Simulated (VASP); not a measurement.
Runs of VASP 6.6.1 on Te2Mo. The structure is that of space group P-3m1 (No. 164), or close to it. The cells are those of the table. 

```tsv
level	potentials or basis	cell	gap on the mesh (eV)	largest force (eV/Å)
LDA	VASP PAW LDA potentials, release 64 (Te, Mo_sv)	a = 3.488, b = 3.488, c = 24.305 Å, angles 90.0, 90.0, 120.0°, 6 atoms	(b)	0.68
PBEsol	VASP PAW PBE potentials, release 64 (Te, Mo_sv)	a = 3.630, b = 3.630, c = 25.298 Å, angles 90.0, 90.0, 120.0°, 6 atoms	0.94	0.88
PBEsol	VASP PAW PBE potentials, release 64 (Te, Mo_sv)	a = 3.488, b = 3.488, c = 24.305 Å, angles 90.0, 90.0, 120.0°, 6 atoms	1.12	0.88
PBEsol	VASP PAW PBE potentials, release 64 (Te, Mo_sv)	a = 3.512, b = 3.512, c = 24.476 Å, angles 90.0, 90.0, 120.0°, 6 atoms	1.08	0.54
LDA	VASP PAW LDA potentials, release 64 (Te, Mo_sv)	a = 3.512, b = 3.512, c = 24.476 Å, angles 90.0, 90.0, 120.0°, 6 atoms	1.08	(a)
```

Alike in all rows: task single point; no spin polarisation; k mesh 9 × 9 × 2; cutoff (eV) 520; smearing fermi-dirac 0.05 eV.

Q: Estimate the missing entries.

A: (a) 0.34; (b) 1.11.

Caveats: spin-orbit coupling is left out, which moves the levels of the heavy elements; the PAW data sets were made with another functional, which shifts forces and pressure a little (some runs).

A k mesh can miss the band edges, and the runs leave out spin-orbit coupling on Mo, Te.
